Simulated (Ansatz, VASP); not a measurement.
## Two plane-wave programs on B2W

INCAR

```
SYSTEM = B2W
  PREC = Accurate
  ENCUT = 520
  EDIFF = 1E-8
  ISMEAR = -1
  SIGMA = 0.05
  LREAL = .FALSE.
  LASPH = .TRUE.
  NELM = 60
  ALGO = Normal
  ISIF = 2
  LWAVE = .FALSE.
  LCHARG = .FALSE.
  GGA = CA
  LEFG = .TRUE.
  NBANDS = 17
```

File KPOINTS:

```
Automatic mesh
0
G
  14 14 12
  0 0 0
```

File POSCAR:

```
B2W
1.0
    2.9791855871      0.0000000000      0.0000000000
   -1.4895927936      2.5800504010      0.0000000000
    0.0000000000      0.0000000000      3.0087787307
B W
2 1
Direct
    0.3333333333      0.6666666667      0.5000000000
    0.6666666667      0.3333333333      0.5000000000
    0.0000000000      0.0000000000      0.0000000000
```

Input for Ansatz:

```yaml
crystal:
  lattice:
    - [2.9791855871, 0.0, 0.0]
    - [-1.4895927936, 2.580050401, 0.0]
    - [0.0, 0.0, 3.0087787307]
  atoms:
    - { symbol: B, position: [0.3333333333, 0.6666666667, 0.5] }
    - { symbol: B, position: [0.6666666667, 0.3333333333, 0.5] }
    - { symbol: W, position: [0.0, 0.0, 0.0] }
kpoints:
  mp_grid: { grid: [14, 14, 12] }
scf:
  occupations: { method: fermi_dirac, width: 0.05 }
hamiltonian:
  xc: lda
  pseudopotentials: { kind: paw }
output:
  forces: true
  stress: true
  eigenvalues: true
  efg: { contact_densities: true }
```

Change from the starting cell: volume scaled by 0.96, PAW files.

Alike in both runs: task electric field gradients; functional LDA; k mesh 14 × 14 × 12; occupations fermi-dirac, width 0.05 eV; no spin polarisation.

|  | VASP | Ansatz |
| --- | --- | --- |
| version | VASP 6.6.1 | Ansatz 0.2.0 |
| potentials or method | VASP PAW LDA potentials, release 64 (B, W_sv) | PAW with Ansatz's default frozen-core files, scalar-relativistic |
| plane-wave cutoff (eV) | 520 | 420 |
| valence electrons in the cell | 20 | 20 |

|  | VASP | Ansatz | Ansatz less VASP |
| --- | --- | --- | --- |
| pressure (GPa) | 44.4 | 42.1 | -2.35 |
| traceless stress, the component that is largest in VASP (GPa) | 11.76 | 11.54 | -0.220 |
| size of Vzz on the site where it differs most (V/Å²) | 14.9 | 31.7 | +16.77 |

LDA's correlation is that of Perdew and Zunger in VASP and of Perdew and Wang (1992) in Ansatz. Both programs put the cell under a high pressure, so it lies far from rest at this level.

Neither program's run includes spin-orbit coupling.
